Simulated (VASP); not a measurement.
# InAs (Fm-3m) in VASP: single point with LDA

Aim: the single point of InAs with LDA.

Everything below comes from runs of VASP 6.6.1. Logs are shortened: lines on timing, memory, paths and dates and some standing lists are left out, and cuts for length are marked.

## (1) The cell of the first run

The structure is cubic, space group Fm-3m (No. 225). Conventional cell: a = 5.294 Å, b = 5.294 Å, c = 5.294 Å, α = 90.00°, β = 90.00°, γ = 90.00°. In (site symmetry m-3m) has 6 As at 2.65 Å within 3.5 Å. Within 3.5 Å of As (site symmetry m-3m) lie 6 In at 2.65 Å.

## (2) Single point, LDA (strain -0.080 along x and y, -0.080 along z)

Contents of INCAR:

```
SYSTEM = InAs
PREC     = Accurate       ! precision mode
ENCUT    = 520            ! plane-wave cutoff, eV
EDIFF    = 1E-6           ! SCF threshold, eV
ISMEAR   = 0              ! smearing method
SIGMA    = 0.15           ! smearing width, eV
LREAL    = .FALSE.        ! projectors in reciprocal space
LASPH    = .TRUE.         ! aspherical terms in the spheres
NELM     = 80             ! most SCF steps
ALGO     = Normal         ! electronic algorithm
ISIF     = 2              ! what is computed and relaxed
LWAVE    = .FALSE.        ! write WAVECAR
LCHARG   = .FALSE.        ! write CHGCAR
GGA      = CA             ! functional
NBANDS   = 16             ! bands
```

Contents of KPOINTS:

```
regular mesh
0
G
  14 14 14
  0 0 0
```

Contents of POSCAR:

```
InAs
1.0
    0.0000000000      2.6471196800      2.6471196800
    2.6471196800      0.0000000000      2.6471196800
    2.6471196800      2.6471196800      0.0000000000
In As
1 1
Direct
    0.5000000000      0.5000000000      0.5000000000
    0.0000000000      0.0000000000      0.0000000000
```

Potentials or basis: VASP PAW LDA potentials, release 64 (In_d, As).

Run with:

```sh
$ cat potpaw_LDA.64/In_d/POTCAR potpaw_LDA.64/As/POTCAR > POTCAR
$ mpirun -np 1 vasp_std > vasp.out
```

OUTCAR:

```text
SYSTEM = InAs
   PREC = Accurate
   ENCUT = 520
   EDIFF = 1E-6
   ISMEAR = 0
   LREAL = .FALSE.
   LASPH = .TRUE.
   NELM = 80
   ISIF = 2
   GGA = CA

 ion  position               nearest neighbor table
   1  0.500  0.500  0.500-   2 2.65   2 2.65   2 2.65   2 2.65   2 2.65   2 2.65
   2  0.000  0.000  0.000-   1 2.65   1 2.65   1 2.65   1 2.65   1 2.65   1 2.65

  LATTYP: Found a face centered cubic cell.
 ALAT       =     5.2942393600

  Lattice vectors:

 A1 = (   0.0000000000,   2.6471196800,   2.6471196800)
 A2 = (   2.6471196800,   0.0000000000,   2.6471196800)
 A3 = (   2.6471196800,   2.6471196800,   0.0000000000)

Analysis of symmetry for initial positions (statically):
=====================================================================
 Subroutine PRICEL returns:
 Original cell was already a primitive cell.

 Routine SETGRP: Setting up the symmetry group for a
 face centered cubic supercell.

 Subroutine GETGRP returns: Found 48 space group operations
 (whereof 48 operations were pure point group operations)
 out of a pool of 48 trial point group operations.

The static configuration has the point symmetry O_h .

Analysis of symmetry for dynamics (positions and initial velocities):
=====================================================================
 Subroutine PRICEL returns:
 Original cell was already a primitive cell.

 Routine SETGRP: Setting up the symmetry group for a
 face centered cubic supercell.

 Subroutine GETGRP returns: Found 48 space group operations
 (whereof 48 operations were pure point group operations)
 out of a pool of 48 trial point group operations.

The dynamic configuration has the point symmetry O_h .

 Subroutine INISYM returns: Found 48 space group operations
 (whereof 48 operations are pure point group operations),
 and found     1 'primitive' translations

----------------------------------------------------------------------------------------

                                     Primitive cell

  volume of cell :      37.0980

  direct lattice vectors                    reciprocal lattice vectors
     0.000000000  2.647119680  2.647119680    -0.188884546  0.188884546  0.188884546
     2.647119680  0.000000000  2.647119680     0.188884546 -0.188884546  0.188884546
     2.647119680  2.647119680  0.000000000     0.188884546  0.188884546 -0.188884546

  length of vectors
     3.743592553  3.743592553  3.743592553     0.327157631  0.327157631  0.327157631

  position of ions in fractional coordinates (direct lattice)
     0.500000000  0.500000000  0.500000000
     0.000000000  0.000000000  0.000000000

  ion indices of the primitive-cell ions
   primitive index   ion index
                 1           1
                 2           2

----------------------------------------------------------------------------------------

 KPOINTS: regular mesh

Automatic generation of k-mesh.
 Grid dimensions read from file:
 generate k-points for:   14   14   14

 Generating k-lattice:

  Cartesian coordinates                     Fractional coordinates (reciprocal lattice)
    -0.013491753  0.013491753  0.013491753     0.071428571  0.000000000  0.000000000
     0.013491753 -0.013491753  0.013491753     0.000000000  0.071428571  0.000000000
     0.013491753  0.013491753 -0.013491753     0.000000000  0.000000000  0.071428571

  Length of vectors
     0.023368402  0.023368402  0.023368402

  Shift w.r.t. Gamma in fractional coordinates (k-lattice)
     0.000000000  0.000000000  0.000000000

 Subroutine IBZKPT returns following result:
 ===========================================

 Found    104 irreducible k-points:

 Following reciprocal coordinates:
            Coordinates               Weight
  0.000000  0.000000  0.000000      1.000000
  0.071429  0.000000  0.000000      8.000000
  0.142857  0.000000  0.000000      8.000000
  0.214286  0.000000  0.000000      8.000000
  0.285714  0.000000  0.000000      8.000000
  0.357143  0.000000  0.000000      8.000000
[... 16 lines left out ...]
  0.214286  0.142857  0.000000     24.000000
  0.285714  0.142857  0.000000     24.000000
 [... further k-points ...]
   k-points           NKPTS =    104   k-points in BZ     NKDIM =    104   number of bands    NBANDS=     16
   number of dos      NEDOS =    301   number of ions     NIONS =      2
   total plane-waves  NPLWV =  21952
   dimension x,y,z NGX =    28 NGY =   28 NGZ =   28
   dimension x,y,z NGXF=    56 NGYF=   56 NGZF=   56
   ions per type =               1   1
   NGX,Y,Z   is equivalent  to a cutoff of  12.43, 12.43, 12.43 a.u.
   NGXF,Y,Z  is equivalent  to a cutoff of  24.87, 24.87, 24.87 a.u.
 SYSTEM =  InAs
   PREC   = accura    normal or accurate (medium, high low for compatibility)
   ISTART =      0    job   : 0-new  1-cont  2-samecut
   ICHARG =      2    charge: 1-file 2-atom 10-const
   ISPIN  =      1    spin polarized calculation?
   LNONCOLLINEAR =      F non collinear calculations
   LSORBIT =      F    spin-orbit coupling
   LASPH  =      T    aspherical Exc in radial PAW
   ENCUT  =  520.0 eV  38.22 Ry    6.18 a.u.   6.96  6.96  6.96*2*pi/ulx,y,z
   NELM   =     80;   NELMIN=  2; NELMDL= -5     # of ELM steps
   EDIFF  = 0.1E-05   stopping-criterion for ELM
   LREAL  =      F    real-space projection
   EDIFFG = 0.1E-04   stopping-criterion for IOM
   NSW    =      0    number of steps for IOM
   IBRION =     -1    ionic relax: 0-MD 1-quasi-New 2-CG
   NFREE  =      0    steps in history (QN), initial steepest desc. (CG)
   ISIF   =      2    stress and relaxation
   ISYM   =      2    0-nonsym 1-usesym 2-fastsym
   POTIM  = 0.5000    time-step for ionic-motion
   TEBEG  =    0.0;   TEEND  =   0.0 temperature during run
   PSTRESS=    0.0 pullay stress
   NELECT =      18.0000    total number of electrons
   NUPDOWN=      -1.0000    fix difference up-down
   EMIN   =  10.00;   EMAX   =-10.00  energy-range for DOS
   EFERMI =   0.00;   METHOD = LEGACY
   ISMEAR =     0;   SIGMA  =   0.15  broadening in eV -4-tet -1-fermi 0-gaus
   EFERMI_NEDOS =   21; number of points for ismear=-14 and -15
   IALGO  =     38    algorithm
   IMIX   =      4    mixing-type and parameters
     AMIX     =   0.40;   BMIX     =  1.00
     AMIX_MAG =   1.60;   BMIX_MAG =  1.00
  volume/ion in A,a.u.               =      18.55       125.17
  Fermi-wavevector in a.u.,A,eV,Ry     =   1.286418  2.430977 22.515889  1.654871
  Thomas-Fermi vector in A             =   2.418494
   LORBIT       =      0    0 simple, 1 ext, 2 COOP (PROOUT), +10 PAW based schemes
   GGA     = CA    functional components
   LHFCALC =     F    Hartree Fock is set to
   AEXX    =    0.0000 exact exchange contribution
   IVDW    =     0    specifies the selected vdW correction
   LEPSILON=     F    determine dielectric tensor
   LRPA    =     F    only Hartree local field effects (RPA)
 non-spin polarized calculation
 Gauss-broadening in eV      SIGMA  =   0.15
  energy-cutoff  :      520.00
  volume of cell :       37.10
 maximum number of plane-waves:      1012
   NGX = 13   NGY = 13   NGZ = 13

 number of electron      17.9999990 magnetization

 Free energy of the ion-electron system (eV)
  ---------------------------------------------------
  ext. energy  EPLUGINS =         0.00000000
  ---------------------------------------------------
  free energy    TOTEN  =        -8.40197285 eV

  energy without entropy =       -8.39166362  energy(sigma->0) =       -8.39681824

 E-fermi :   8.9197     XC(G=0): -11.5038

 val. band max:        8.8821231067   @ k =   0.2857   0.1429   0.0714
 cond. band min:       8.9342878679   @ k =   0.3571   0.1429   0.0714
 fundamental gap:      0.0521647611
 Fermi energy:         8.9197086279

 k-point     1 :       0.0000    0.0000    0.0000
  band No.  band energies     occupation
      1      -5.7762      2.00000
      2      -5.7762      2.00000
      3      -5.7420      2.00000
      4      -5.7420      2.00000
      5      -5.7420      2.00000
      6      -5.1663      2.00000
[... 8 lines left out ...]
     15      17.6589      0.00000
     16      17.6589      0.00000

 k-point     2 :       0.0714    0.0000    0.0000
  band No.  band energies     occupation
      1      -5.7814      2.00000
      2      -5.7814      2.00000
      3      -5.7432      2.00000
      4      -5.7370      2.00000
      5      -5.7370      2.00000
      6      -5.0911      2.00000
[... 8 lines left out ...]
     15      17.2527      0.00000
     16      17.4517      0.00000

 k-point     3 :       0.1429    0.0000    0.0000
  band No.  band energies     occupation
      1      -5.7986      2.00000
      2      -5.7986      2.00000
      3      -5.7482      2.00000
      4      -5.7206      2.00000
      5      -5.7206      2.00000
      6      -4.8661      2.00000
[... 8 lines left out ...]
     15      17.2952      0.00000
     16      17.2952      0.00000

 k-point     4 :       0.2143    0.0000    0.0000
  band No.  band energies     occupation
      1      -5.8249      2.00000
      2      -5.8249      2.00000
      3      -5.7575      2.00000
      4      -5.6949      2.00000
      5      -5.6949      2.00000
      6      -4.4972      2.00000
[... 8 lines left out ...]
     15      17.8919      0.00000
     16      17.8919      0.00000

 k-point     5 :       0.2857    0.0000    0.0000
  band No.  band energies     occupation
      1      -5.8546      2.00000
      2      -5.8546      2.00000
      3      -5.7691      2.00000
      4      -5.6656      2.00000
      5      -5.6656      2.00000
      6      -4.0030      2.00000
[... 8 lines left out ...]
     15      18.7558      0.00000
     16      18.7558      0.00000

 k-point     6 :       0.3571    0.0000    0.0000
  band No.  band energies     occupation
      1      -5.8813      2.00000
      2      -5.8813      2.00000
      3      -5.7800      2.00000
      4      -5.6389      2.00000
      5      -5.6389      2.00000
      6      -3.4277      2.00000
[... 8 lines left out ...]
     15      19.8138      0.00000
     16      19.8138      0.00000

 k-point     7 :       0.4286    0.0000    0.0000
  band No.  band energies     occupation
      1      -5.8997      2.00000
      2      -5.8997      2.00000
      3      -5.7877      2.00000
      4      -5.6203      2.00000
      5      -5.6203      2.00000
      6      -2.8837      2.00000
[... 8 lines left out ...]
     15      20.9574      0.00000
     16      20.9574      0.00000

 k-point     8 :       0.5000    0.0000    0.0000
  band No.  band energies     occupation
      1      -5.9063      2.00000
      2      -5.9063      2.00000
      3      -5.7904      2.00000
      4      -5.6136      2.00000
      5      -5.6136      2.00000
      6      -2.6304      2.00000
[... 8 lines left out ...]
     15      21.6599      0.00000
     16      21.6599      0.00000

 k-point     9 :       0.0714    0.0714    0.0000
  band No.  band energies     occupation
      1      -5.7961      2.00000
      2      -5.7726      2.00000
      3      -5.7467      2.00000
      4      -5.7344      2.00000
      5      -5.7344      2.00000
      6      -5.0622      2.00000
[... 8 lines left out ...]
     15      18.1620      0.00000
     16      18.1620      0.00000
[... 172 lines left out ...]
 k-point    19 :      -0.2143    0.0714    0.0000
  band No.  band energies     occupation
      1      -5.8472      2.00000
      2      -5.8380      2.00000
      3      -5.7580      2.00000
      4      -5.6928      2.00000
      5      -5.6814      2.00000
      6      -4.2615      2.00000
[... 8 lines left out ...]
     15      17.6118      0.00000
     16      19.3538      0.00000

 k-point    20 :      -0.1429    0.0714    0.0000
  band No.  band energies     occupation
      1      -5.8201      2.00000
      2      -5.8072      2.00000
      3      -5.7502      2.00000
      4      -5.7170      2.00000
      5      -5.7065      2.00000
      6      -4.6812      2.00000
[... 8 lines left out ...]
     15      17.8511      0.00000
     16      18.4605      0.00000

 k-point    21 :      -0.0714    0.0714    0.0000
  band No.  band energies     occupation
      1      -5.7972      2.00000
      2      -5.7861      2.00000
      3      -5.7457      2.00000
      4      -5.7320      2.00000
      5      -5.7256      2.00000
      6      -4.9623      2.00000
[... 8 lines left out ...]
     15      17.7614      0.00000
     16      17.8954      0.00000

 k-point    22 :       0.1429    0.1429    0.0000
  band No.  band energies     occupation
      1      -5.8745      2.00000
      2      -5.7623      2.00000
      3      -5.7599      2.00000
      4      -5.7124      2.00000
      5      -5.7124      2.00000
      6      -4.7260      2.00000
[... 8 lines left out ...]
     15      19.3194      0.00000
     16      19.3194      0.00000

 k-point    23 :       0.2143    0.1429    0.0000
  band No.  band energies     occupation
      1      -5.9278      2.00000
      2      -5.7670      2.00000
      3      -5.7662      2.00000
      4      -5.6988      2.00000
      5      -5.6898      2.00000
      6      -4.4247      2.00000
[... 8 lines left out ...]
     15      19.4704      0.00000
     16      19.5632      0.00000

 k-point    24 :       0.2857    0.1429    0.0000
  band No.  band energies     occupation
      1      -5.9717      2.00000
      2      -5.7873      2.00000
      3      -5.7687      2.00000
      4      -5.6869      2.00000
      5      -5.6594      2.00000
      6      -3.9910      2.00000
[... 8 lines left out ...]
     15      19.6356      0.00000
     16      20.0413      0.00000

 [... further k-points ...]
[... 5 lines left out ...]
  --------------------------------------------------------------------------------------
  -------------------------------------------------------------------------------------
  Total        4.6332780      4.6332780      4.6332780      0.0000000      0.0000000     -0.0000000
  in kB      200.1005187    200.1005187    200.1005187      0.0000000      0.0000000     -0.0000000
  external PRESSURE =     200.1005187 kB  Pullay stress =       0.0000000 kB

 VOLUME and BASIS-vectors are now :
 -----------------------------------------------------------------------------
  energy-cutoff  :      520.00
  volume of cell :       37.10
      direct lattice vectors                 reciprocal lattice vectors
     0.000000000  2.647119680  2.647119680    -0.188884546  0.188884546  0.188884546
     2.647119680  0.000000000  2.647119680     0.188884546 -0.188884546  0.188884546
     2.647119680  2.647119680  0.000000000     0.188884546  0.188884546 -0.188884546

 POSITION                                       TOTAL-FORCE (eV/Angst)
 -----------------------------------------------------------------------------------
      2.64712      2.64712      2.64712         0.000000      0.000000      0.000000
      0.00000      0.00000      0.00000         0.000000      0.000000      0.000000
 -----------------------------------------------------------------------------------
    total drift:                                0.000000      0.000000      0.000000

  FREE ENERGIE OF THE ION-ELECTRON SYSTEM (eV)
  ---------------------------------------------------
  free  energy   TOTEN  =        -8.4019728501 eV

  energy  without entropy=       -8.3916636234  energy(sigma->0) =       -8.39681824
```

Wall time 70 s (1 thread of Intel Xeon Platinum 8259CL at 2.50GHz (Skylake/Cascade Lake), shared host); peak memory 0.18 GiB.

Results:

| Quantity | Value |
| --- | --- |
| Free energy | -8.4020 eV |
| Pressure | 20.0 GPa |
| Band gap on the k mesh | zero (band 9 reaches 9.47 eV, above the bottom of band 10 at 6.14 eV) |

Levels at points of the mesh, in eV from the Fermi level:
| k point | band 6 | band 7 | band 8 | band 9 | band 10 | band 11 | band 12 | band 13 |
| --- | --- | --- | --- | --- | --- | --- | --- | --- |
| (0.00, 0.00, 0.00) | -14.09 | -0.36 | -0.36 | -0.36 | 1.24 | 7.51 | 7.51 | 7.51 |
| (0.50, 0.00, 0.00) | -11.55 | -7.98 | 0.34 | 0.34 | 2.29 | 3.29 | 3.29 | 6.06 |
| (0.50, 0.50, 0.00) | -9.78 | -6.36 | -3.11 | -3.11 | -2.78 | 3.50 | 11.24 | 11.24 |

Caveat: the cell differs from its parent crystal (strain -0.080 along x and y, -0.080 along z); spin-orbit coupling is left out, which moves the levels of the heavy elements.
